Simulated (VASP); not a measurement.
Wanted: the native input for a VASP 6.6.1 run.

```yaml
Task: single point
Functional: PBEsol
Potentials_or_basis: VASP PAW PBE potentials, release 64 (As, Al)
Cutoff: 520 eV
k_mesh: 13 × 13 × 13
Occupations: fermi-dirac, width 0.05 eV
Spin: no spin polarisation
Dipole_correction: no
Further_INCAR_settings: ALGO = Normal; EDIFF = 1e-06; NBANDS = 12
```

The structure of Al2As (CdCl2 type) lies in POSCAR:

```
Al2As
1.0
    1.7884064050     -1.0325369194      5.1841926024
    0.0000000000      2.0650738386      5.1841926024
   -1.7884064050     -1.0325369194      5.1841926024
As Al
1 2
Direct
    0.0000000000      0.0000000000      0.0000000000
    0.2323951235      0.2323951235      0.2323951235
    0.7676048765      0.7676048765      0.7676048765
```

The input as run:

INCAR

```
  ALGO = Normal
  EDIFF = 1E-6
  ENCUT = 520
  GGA = PS
  ISIF = 2
  ISMEAR = -1
  LASPH = T
  LCHARG = F
  LREAL = F
  LWAVE = F
  NBANDS = 12
  NELM = 100
  PREC = Accurate
  SIGMA = 0.05
```

KPOINTS

```
k-points
0
Gamma
  13 13 13
```

Potentials or basis: VASP PAW PBE potentials, release 64 (As, Al).

The run is started by

```console
$ cat potpaw_PBE.64/As/POTCAR potpaw_PBE.64/Al/POTCAR > POTCAR
$ mpirun -np 1 vasp_std > vasp.out
```

It gave:

* Pressure: 0.2 GPa
* Largest force: 0.026 eV/Å
* Band gap on the k mesh: zero (an odd number of electrons rules out a gap without spin polarisation)

Caveat: the PAW data sets were made with another functional, which shifts forces and pressure a little.

Run time: 3.3 min on 1 thread of AMD EPYC 9R14 (Zen 4), on a shared host, peak memory 0.33 GiB.
